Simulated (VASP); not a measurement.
# Cu2O (Pn-3m) in VASP: further runs

Runs on Cu2O. Level: r2SCAN. Tasks: single point.

Program: VASP 6.6.1. These are calculated values, not measurements. Logs are shortened: lines on timing, memory, paths and dates and some standing lists are left out, and cuts for length are marked.

**1. The cell of the first run**

It takes space group Pn-3m (No. 224, cubic). Conventional cell: a = 4.203 Å, b = 4.203 Å, c = 4.203 Å, α = 90.00°, β = 90.00°, γ = 90.00°. Cu (site symmetry -3m) has 2 O at 1.82 Å within 2.4 Å. Within 2.4 Å of O (site symmetry -43m) lie 4 Cu at 1.82 Å.

**2. Single point, r2SCAN (12.37 Å³/atom)**

Contents of POSCAR:

```
Cu2O
1.0
    4.2029193737      0.0000000000      0.0000000000
    0.0000000000      4.2029193737      0.0000000000
    0.0000000000      0.0000000000      4.2029193737
Cu O
4 2
Direct
    0.2500000000      0.2500000000      0.2500000000
    0.2500000000      0.7500000000      0.7500000000
    0.7500000000      0.7500000000      0.2500000000
    0.7500000000      0.2500000000      0.7500000000
    0.0000000000      0.0000000000      0.0000000000
    0.5000000000      0.5000000000      0.5000000000
```

Contents of INCAR.step1:

```
SYSTEM = Cu2O
PREC = Accurate ; ENCUT = 900
ISMEAR = 0 ; SIGMA = 0.02
LREAL = .False. ; LASPH = .True.
NELM = 120 ; NBANDS = 53
GGA = PE ; ALGO = Normal
EDIFF = 1E-5 ; LWAVE = .True.
LCHARG = .False. ; GGA_COMPAT = .False.
```

Contents of INCAR.step2:

```
SYSTEM = Cu2O
PREC = Accurate ; ENCUT = 900
EDIFF = 1E-6 ; ISMEAR = 0
SIGMA = 0.02 ; LREAL = .False.
LASPH = .True. ; NELM = 120
ALGO = Normal ; ISIF = 2
LWAVE = .False. ; LCHARG = .False.
METAGGA = R2SCAN ; LMIXTAU = .True.
NBANDS = 53 ; ISTART = 1
GGA_COMPAT = .False.
```

Contents of KPOINTS:

```
Automatic mesh
0
Gamma
  6 6 6
  0 0 0
```

Potentials or basis: VASP PAW PBE potentials, release 64 (Cu_sv_GW, O).

Command:

```bash
cat potpaw_PBE.64/Cu_sv_GW/POTCAR potpaw_PBE.64/O/POTCAR > POTCAR
cp INCAR.step1 INCAR
mpirun -np 1 vasp_std > vasp.out
cp INCAR.step2 INCAR
mpirun -np 1 vasp_std > vasp.out
```

OUTCAR:

```text
SYSTEM = Cu2O
   PREC = Accurate
   ENCUT = 900
   EDIFF = 1E-6
   ISMEAR = 0
   LREAL = .False.
   LASPH = .True.
   NELM = 120
   ISIF = 2
   METAGGA = R2SCAN
   ISTART = 1

 ion  position               nearest neighbor table
   1  0.250  0.250  0.250-   5 1.82   6 1.82
   2  0.250  0.750  0.750-   5 1.82   6 1.82
   3  0.750  0.750  0.250-   5 1.82   6 1.82
   4  0.750  0.250  0.750-   5 1.82   6 1.82
   5  0.000  0.000  0.000-   1 1.82   2 1.82   3 1.82   4 1.82
   6  0.500  0.500  0.500-   1 1.82   2 1.82   3 1.82   4 1.82

  LATTYP: Found a simple cubic cell.
 ALAT       =     4.2029193737

  Lattice vectors:

 A1 = (   4.2029193737,   0.0000000000,   0.0000000000)
 A2 = (   0.0000000000,   4.2029193737,   0.0000000000)
 A3 = (   0.0000000000,   0.0000000000,   4.2029193737)

Analysis of symmetry for initial positions (statically):
=====================================================================
 Subroutine PRICEL returns:
 Original cell was already a primitive cell.

 Routine SETGRP: Setting up the symmetry group for a
 simple cubic supercell.

 Subroutine GETGRP returns: Found 48 space group operations
 (whereof 24 operations were pure point group operations)
 out of a pool of 48 trial point group operations.

The static configuration has the point symmetry T_d .
 The point group associated with its full space group is O_h .

Analysis of symmetry for dynamics (positions and initial velocities):
=====================================================================
 Subroutine PRICEL returns:
 Original cell was already a primitive cell.

 Routine SETGRP: Setting up the symmetry group for a
 simple cubic supercell.

 Subroutine GETGRP returns: Found 48 space group operations
 (whereof 24 operations were pure point group operations)
 out of a pool of 48 trial point group operations.

The dynamic configuration has the point symmetry T_d .
 The point group associated with its full space group is O_h .

 Subroutine INISYM returns: Found 48 space group operations
 (whereof 24 operations are pure point group operations),
 and found     1 'primitive' translations

----------------------------------------------------------------------------------------

                                     Primitive cell

  volume of cell :      74.2426

  direct lattice vectors                    reciprocal lattice vectors
     4.202919374  0.000000000  0.000000000     0.237929856  0.000000000  0.000000000
     0.000000000  4.202919374  0.000000000     0.000000000  0.237929856  0.000000000
     0.000000000  0.000000000  4.202919374     0.000000000  0.000000000  0.237929856

  length of vectors
     4.202919374  4.202919374  4.202919374     0.237929856  0.237929856  0.237929856

  position of ions in fractional coordinates (direct lattice)
     0.250000000  0.250000000  0.250000000
     0.250000000  0.750000000  0.750000000
     0.750000000  0.750000000  0.250000000
     0.750000000  0.250000000  0.750000000
     0.000000000  0.000000000  0.000000000
     0.500000000  0.500000000  0.500000000

  ion indices of the primitive-cell ions
   primitive index   ion index
                 1           1
                 2           2
                 3           3
                 4           4
                 5           5
                 6           6

----------------------------------------------------------------------------------------

 KPOINTS: Automatic mesh

Automatic generation of k-mesh.
 Grid dimensions read from file:
 generate k-points for:    6    6    6

 Generating k-lattice:

  Cartesian coordinates                     Fractional coordinates (reciprocal lattice)
     0.039654976  0.000000000  0.000000000     0.166666667  0.000000000  0.000000000
     0.000000000  0.039654976  0.000000000     0.000000000  0.166666667  0.000000000
     0.000000000  0.000000000  0.039654976     0.000000000  0.000000000  0.166666667

  Length of vectors
     0.039654976  0.039654976  0.039654976

  Shift w.r.t. Gamma in fractional coordinates (k-lattice)
     0.000000000  0.000000000  0.000000000

 Subroutine IBZKPT returns following result:
 ===========================================

 Found     20 irreducible k-points:

 Following reciprocal coordinates:
            Coordinates               Weight
  0.000000  0.000000  0.000000      1.000000
  0.166667  0.000000  0.000000      6.000000
  0.333333  0.000000  0.000000      6.000000
  0.500000  0.000000  0.000000      3.000000
  0.166667  0.166667  0.000000     12.000000
  0.333333  0.166667  0.000000     24.000000
[... 12 lines left out ...]
  0.500000  0.500000  0.333333      6.000000
  0.500000  0.500000  0.500000      1.000000
   k-points           NKPTS =     20   k-points in BZ     NKDIM =     20   number of bands    NBANDS=     53
   number of dos      NEDOS =    301   number of ions     NIONS =      6
   total plane-waves  NPLWV =  74088
   dimension x,y,z NGX =    42 NGY =   42 NGZ =   42
   dimension x,y,z NGXF=    84 NGYF=   84 NGZF=   84
   ions per type =               4   2
   NGX,Y,Z   is equivalent  to a cutoff of  16.61, 16.61, 16.61 a.u.
   NGXF,Y,Z  is equivalent  to a cutoff of  33.23, 33.23, 33.23 a.u.
 SYSTEM =  Cu2O
   PREC   = accura    normal or accurate (medium, high low for compatibility)
   ISTART =      1    job   : 0-new  1-cont  2-samecut
   ICHARG =      0    charge: 1-file 2-atom 10-const
   ISPIN  =      1    spin polarized calculation?
   LNONCOLLINEAR =      F non collinear calculations
   LSORBIT =      F    spin-orbit coupling
   LASPH  =      T    aspherical Exc in radial PAW
   ENCUT  =  900.0 eV  66.15 Ry    8.13 a.u.  10.28 10.28 10.28*2*pi/ulx,y,z
   NELM   =    120;   NELMIN=  2; NELMDL=  0     # of ELM steps
   EDIFF  = 0.1E-05   stopping-criterion for ELM
   LREAL  =      F    real-space projection
   EDIFFG = 0.1E-04   stopping-criterion for IOM
   NSW    =      0    number of steps for IOM
   IBRION =     -1    ionic relax: 0-MD 1-quasi-New 2-CG
   NFREE  =      0    steps in history (QN), initial steepest desc. (CG)
   ISIF   =      2    stress and relaxation
   ISYM   =      2    0-nonsym 1-usesym 2-fastsym
   POTIM  = 0.5000    time-step for ionic-motion
   TEBEG  =    0.0;   TEEND  =   0.0 temperature during run
   PSTRESS=    0.0 pullay stress
   NELECT =      88.0000    total number of electrons
   NUPDOWN=      -1.0000    fix difference up-down
   EMIN   =  10.00;   EMAX   =-10.00  energy-range for DOS
   EFERMI =   0.00;   METHOD = LEGACY
   ISMEAR =     0;   SIGMA  =   0.02  broadening in eV -4-tet -1-fermi 0-gaus
   EFERMI_NEDOS =   21; number of points for ismear=-14 and -15
   IALGO  =     38    algorithm
   IMIX   =      4    mixing-type and parameters
     AMIX     =   0.40;   BMIX     =  1.00
     AMIX_MAG =   1.60;   BMIX_MAG =  1.00
  volume/ion in A,a.u.               =      12.37        83.50
  Fermi-wavevector in a.u.,A,eV,Ry     =   1.732546  3.274036 40.840800  3.001714
  Thomas-Fermi vector in A             =   2.806701
   LORBIT       =      0    0 simple, 1 ext, 2 COOP (PROOUT), +10 PAW based schemes
   METAGGA = R2SCAN    functional components
   LHFCALC =     F    Hartree Fock is set to
   AEXX    =    0.0000 exact exchange contribution
   IVDW    =     0    specifies the selected vdW correction
   LEPSILON=     F    determine dielectric tensor
   LRPA    =     F    only Hartree local field effects (RPA)
 non-spin polarized calculation
 Gauss-broadening in eV      SIGMA  =   0.02
  energy-cutoff  :      900.00
  volume of cell :       74.24
 maximum number of plane-waves:      4632
 NGX is ok and might be reduce to    42
   NGX = 21   NGY = 21   NGZ = 21

 number of electron      87.9999959 magnetization

 Free energy of the ion-electron system (eV)
  ---------------------------------------------------
  ext. energy  EPLUGINS =         0.00000000
  ---------------------------------------------------
  free energy    TOTEN  =       -58.54845243 eV

  energy without entropy =      -58.54845243  energy(sigma->0) =      -58.54845243

 E-fermi :   5.3799     XC(G=0): -12.3314

 val. band max:        5.0609320055   @ k =   0.0000   0.0000   0.0000
 cond. band min:       5.9316817530   @ k =   0.0000   0.0000   0.0000
 fundamental gap:      0.8707497475
 Fermi energy:         5.3798703907

 k-point     1 :       0.0000    0.0000    0.0000
  band No.  band energies     occupation
      1    -110.9657      2.00000
      2    -110.9639      2.00000
      3    -110.9639      2.00000
      4    -110.9639      2.00000
      5     -66.9626      2.00000
      6     -66.9450      2.00000
[... 45 lines left out ...]
     52      14.8715      0.00000
     53      14.8716      0.00000

 k-point     2 :       0.1667    0.0000    0.0000
  band No.  band energies     occupation
      1    -110.9656      2.00000
      2    -110.9640      2.00000
      3    -110.9639      2.00000
      4    -110.9639      2.00000
      5     -66.9614      2.00000
      6     -66.9462      2.00000
[... 45 lines left out ...]
     52      14.2829      0.00000
     53      14.2829      0.00000

 k-point     3 :       0.3333    0.0000    0.0000
  band No.  band energies     occupation
      1    -110.9653      2.00000
      2    -110.9643      2.00000
      3    -110.9639      2.00000
      4    -110.9639      2.00000
      5     -66.9581      2.00000
      6     -66.9494      2.00000
[... 45 lines left out ...]
     52      13.5027      0.00000
     53      13.5027      0.00000
[... 841 lines left out ...]
 k-point    19 :       0.5000    0.5000    0.3333
  band No.  band energies     occupation
      1    -110.9645      2.00000
      2    -110.9643      2.00000
      3    -110.9643      2.00000
      4    -110.9643      2.00000
      5     -66.9619      2.00000
      6     -66.9461      2.00000
[... 45 lines left out ...]
     52      14.4076      0.00000
     53      18.9175      0.00000

 k-point    20 :       0.5000    0.5000    0.5000
  band No.  band energies     occupation
      1    -110.9645      2.00000
      2    -110.9643      2.00000
      3    -110.9643      2.00000
      4    -110.9643      2.00000
      5     -66.9632      2.00000
      6     -66.9449      2.00000
[... 45 lines left out ...]
     52      13.7196      0.00000
     53      19.8209      0.00000

------------------------ aborting loop because EDIFF is reached ----------------------------------------

  FORCE on cell =-STRESS in cart. coord.  units (eV):
  Direction    XX          YY          ZZ          XY          YZ          ZX
  --------------------------------------------------------------------------------------
  -------------------------------------------------------------------------------------
  Total        1.7652033      1.7652033      1.7652033      0.0000000      0.0000000     -0.0000000
  in kB       38.0936108     38.0936108     38.0936108      0.0000000      0.0000000     -0.0000000
  external PRESSURE =      38.0936108 kB  Pullay stress =       0.0000000 kB

 VOLUME and BASIS-vectors are now :
 -----------------------------------------------------------------------------
  energy-cutoff  :      900.00
  volume of cell :       74.24
      direct lattice vectors                 reciprocal lattice vectors
     4.202919374  0.000000000  0.000000000     0.237929856  0.000000000  0.000000000
     0.000000000  4.202919374  0.000000000     0.000000000  0.237929856  0.000000000
     0.000000000  0.000000000  4.202919374     0.000000000  0.000000000  0.237929856

 POSITION                                       TOTAL-FORCE (eV/Angst)
 -----------------------------------------------------------------------------------
      1.05073      1.05073      1.05073        -0.000000     -0.000000     -0.000000
      1.05073      3.15219      3.15219         0.000000      0.000000     -0.000000
      3.15219      3.15219      1.05073        -0.000000     -0.000000     -0.000000
      3.15219      1.05073      3.15219         0.000000     -0.000000      0.000000
      0.00000      0.00000      0.00000        -0.000000      0.000000      0.000000
      2.10146      2.10146      2.10146        -0.000000      0.000000      0.000000
 -----------------------------------------------------------------------------------
    total drift:                                0.000000      0.000000     -0.000000

  FREE ENERGIE OF THE ION-ELECTRON SYSTEM (eV)
  ---------------------------------------------------
  free  energy   TOTEN  =       -58.5484524296 eV

  energy  without entropy=      -58.5484524296  energy(sigma->0) =      -58.54845243
```

Wall time 15 min (1 thread of Intel Xeon Platinum 8259CL at 2.50GHz (Skylake/Cascade Lake), shared host); peak memory 0.38 GiB.

Results:

* Free energy: -58.5485 eV
* Pressure: 3.8 GPa
* Band gap on the k mesh: 0.87 eV

Caveat: the cell stands under pressure; the PAW data sets were made with another functional, which shifts forces and pressure a little.

**3. Single point, r2SCAN (11.99 Å³/atom)**

This run uses another cell than the first one, of 11.99 Å³/atom.

Changes to POSCAR since step 2:

```diff
@@ -2,5 +2,5 @@
 1.0
-    4.2029193737      0.0000000000      0.0000000000
-    0.0000000000      4.2029193737      0.0000000000
-    0.0000000000      0.0000000000      4.2029193737
+    4.1591357796      0.0000000000      0.0000000000
+    0.0000000000      4.1591357796      0.0000000000
+    0.0000000000      0.0000000000      4.1591357796
 Cu O
```

Contents of INCAR.step1:

```
ALGO     = Normal         # electronic algorithm
EDIFF    = 1E-5           # SCF threshold, eV
ENCUT    = 900            # plane-wave cutoff, eV
GGA      = PE             # functional
GGA_COMPAT= False        
ISMEAR   = 0              # smearing method
LASPH    = True           # aspherical terms in the spheres
LCHARG   = False          # write CHGCAR
LREAL    = False          # projectors in reciprocal space
LWAVE    = True           # write WAVECAR
NBANDS   = 53             # bands
NELM     = 120            # most SCF steps
PREC     = Accurate       # precision mode
SIGMA    = 0.02           # smearing width, eV
```

Contents of INCAR.step2:

```
ALGO     = Normal         # electronic algorithm
EDIFF    = 1E-6           # SCF threshold, eV
ENCUT    = 900            # plane-wave cutoff, eV
GGA_COMPAT= False        
ISIF     = 2              # what is computed and relaxed
ISMEAR   = 0              # smearing method
ISTART   = 1            
LASPH    = True           # aspherical terms in the spheres
LCHARG   = False          # write CHGCAR
LMIXTAU  = True         
LREAL    = False          # projectors in reciprocal space
LWAVE    = False          # write WAVECAR
METAGGA  = R2SCAN         # meta-GGA
NBANDS   = 53             # bands
NELM     = 120            # most SCF steps
PREC     = Accurate       # precision mode
SIGMA    = 0.02           # smearing width, eV
```

Contents of KPOINTS:

```
k-points
0
Gamma
  6 6 6
```

Potentials or basis: VASP PAW PBE potentials, release 64 (Cu_sv_GW, O).

Command:

```bash
cat potpaw_PBE.64/Cu_sv_GW/POTCAR potpaw_PBE.64/O/POTCAR > POTCAR
cp INCAR.step1 INCAR
mpirun -np 1 vasp_std > vasp.out
cp INCAR.step2 INCAR
mpirun -np 1 vasp_std > vasp.out
```

It took 14 min on 1 thread of Intel Xeon Platinum 8259CL at 2.50GHz (Skylake/Cascade Lake), shared host; peak memory 0.38 GiB.

It converged, with:

- Free energy: -58.4538 eV
- Pressure: 8.9 GPa
- Band gap on the k mesh: 0.95 eV

Levels at points of the mesh, in eV from the valence-band top:
```tsv
k point	band 42	band 43	band 44	band 45	band 46	band 47
(0.00, 0.00, 0.00)	0.00	0.00	0.00	0.95	1.18	1.18
(0.50, 0.00, 0.00)	-1.42	-0.42	-0.42	2.69	2.69	4.45
(0.50, 0.50, 0.00)	-1.44	-0.73	-0.73	2.21	2.21	4.28
(0.50, 0.50, 0.50)	-0.66	-0.66	-0.66	2.57	2.57	2.57
```

Caveat: the cell stands under pressure; the PAW data sets were made with another functional, which shifts forces and pressure a little. r2SCAN opens gaps a little over a GGA but as a rule still falls short of measured ones.
